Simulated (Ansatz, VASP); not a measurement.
## One calculation of Si, two programs

File INCAR:

```
PREC = Accurate ; ENCUT = 520
EDIFF = 1E-6 ; ISMEAR = 0
SIGMA = 0.1 ; LREAL = False
LASPH = True ; NELM = 80
ALGO = Normal ; ISIF = 2
LWAVE = False ; LCHARG = True
LDIPOL = True ; IDIPOL = 3
DIPOL = 0.5 0.5 0.500 ; GGA = PE
LELF = True ; LVHAR = True
LVACPOTAV = True ; NBANDS = 11
```

The input KPOINTS:

```
regular mesh
0
Gamma
  15 15 1
```

POSCAR

```
Si
1.0
    3.9370000000      0.0000000000      0.0000000000
   -1.9685000000      3.4095420147      0.0000000000
    0.0000000000      0.0000000000     28.0000000000
Si
2
Direct
    0.3333333333      0.6666666667      0.5178571429
    0.6666666667      0.3333333333      0.4821428571
```

Input for Ansatz:

```yaml
crystal:
  lattice:
    - [3.937, 0.0, 0.0]
    - [-1.9685, 3.4095420147, 0.0]
    - [0.0, 0.0, 28.0]
  atoms:
    - { symbol: Si, position: [0.3333333333, 0.6666666667, 0.5178571429] }
    - { symbol: Si, position: [0.6666666667, 0.3333333333, 0.4821428571] }
  periodic: [true, true, false]
basis:
  ecutwfc: 420
kpoints:
  mp_grid: { grid: [15, 15, 1] }
hamiltonian:
  xc: pbe
  pseudopotentials: { kind: paw, azcp: { folder: soft_1 } }
scf:
  occupations: { method: gaussian, width: 0.1 }
output:
  forces: true
  stress: true
  eigenvalues: true
```

Alike in both runs: task single point; functional PBE; k mesh 15 × 15 × 1; occupations gaussian, width 0.1 eV; no spin polarisation.

|  | VASP | Ansatz |
| --- | --- | --- |
| version | VASP 6.6.1 | Ansatz 0.2.0 |
| potentials or method | VASP PAW PBE potentials, release 64 (Si), cutoff 520 eV | scalar-relativistic, plane waves, PAW |
| valence electrons in the cell | 8 | 8 |

```csv
,VASP,Ansatz,Ansatz less VASP
gap on the k mesh at the Fermi level (eV),none,none,-
rms of the force components (eV/Å),1.282,1.281,-0.0013
"work function, face that differs most (eV)",4.42,4.42,-0.003
```

Atom by atom the forces differ by 0.001 eV/Å (rms over components). A gap of «none» marks a metal or a gap that the smearing closes.
